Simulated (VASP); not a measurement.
A run of VASP 6.6.1:

Contents of INCAR:

```
PREC = Accurate
ENCUT = 520
EDIFF = 1E-6
ISMEAR = -1
SIGMA = 0.03
LREAL = False
LASPH = True
NELM = 80
ALGO = Normal
ISIF = 2
LWAVE = False
LCHARG = False
GGA = PS
NBANDS = 15
```

The input KPOINTS:

```
Automatic mesh
0
Gamma
  15 15 12
```

The input POSCAR:

```
HfB2
1.0
    3.2028001025      0.0000000000      0.0000000000
   -1.6014000513      2.7737062520      0.0000000000
    0.0000000000      0.0000000000      3.4800000000
Hf B
1 2
Direct
    0.0000000000      0.0000000000      0.0000000000
    0.3333333333      0.6666666667      0.5000000000
    0.6666666667      0.3333333333      0.5000000000
```

Potentials or basis: VASP PAW PBE potentials, release 64 (Hf_pv, B).

Run with:

```sh
$ cat potpaw_PBE.64/Hf_pv/POTCAR potpaw_PBE.64/B/POTCAR > POTCAR
$ mpirun -np 1 vasp_std > vasp.out
```

Hardware: 1 thread of Intel(R) Xeon(R) Platinum 8259CL CPU @ 2.50GHz (Skylake/Cascade Lake), with other jobs on the host.

**Question.** Estimate the wall time of this run.

**Answer.** Run time: 52 s on 1 thread of Intel(R) Xeon(R) Platinum 8259CL CPU @ 2.50GHz (Skylake/Cascade Lake), with other jobs on the host, peak memory 0.21 GiB. Counts: scf iterations 13, k points 189.
